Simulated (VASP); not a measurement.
A run of VASP 6.6.1 is set up as follows.

The input INCAR:

```
SYSTEM = NbTe
ALGO     = Normal         ! electronic algorithm
EDIFF    = 1E-6           ! SCF threshold, eV
ENCUT    = 520            ! plane-wave cutoff, eV
GGA      = PE             ! functional
ISIF     = 2              ! what is computed and relaxed
ISMEAR   = -1             ! smearing method
LASPH    = .True.         ! aspherical terms in the spheres
LCHARG   = .False.        ! write CHGCAR
LREAL    = .False.        ! projectors in reciprocal space
LWAVE    = .False.        ! write WAVECAR
NBANDS   = 16             ! bands
NELM     = 80             ! most SCF steps
PREC     = Accurate       ! precision mode
SIGMA    = 0.1            ! smearing width, eV
```

File KPOINTS:

```
k-points
0
Gamma
  8 8 7
  0 0 0
```

The input POSCAR:

```
NbTe
1.0
    3.7029740000      0.0000000000      0.0000000000
   -1.8514870000      3.2068700000      0.0000000000
    0.0000000000      0.0000000000      3.6942110000
Nb Te
1 1
Direct
    0.0000000000      0.0000000000      0.5000000000
    0.6666666667      0.3333333333      0.0000000000
```

Potentials or basis: VASP PAW PBE potentials, release 64 (Nb_sv, Te).

Command:

```console
$ cat potpaw_PBE.64/Nb_sv/POTCAR potpaw_PBE.64/Te/POTCAR > POTCAR
$ mpirun -np 1 vasp_std > vasp.out
```

Question: Predict the pressure.

Answer: -0.7 GPa.

Stress tensor (GPa, compression positive):
```
-0.88  0.00  0.00
 0.00 -0.88  0.00
 0.00  0.00 -0.38
```
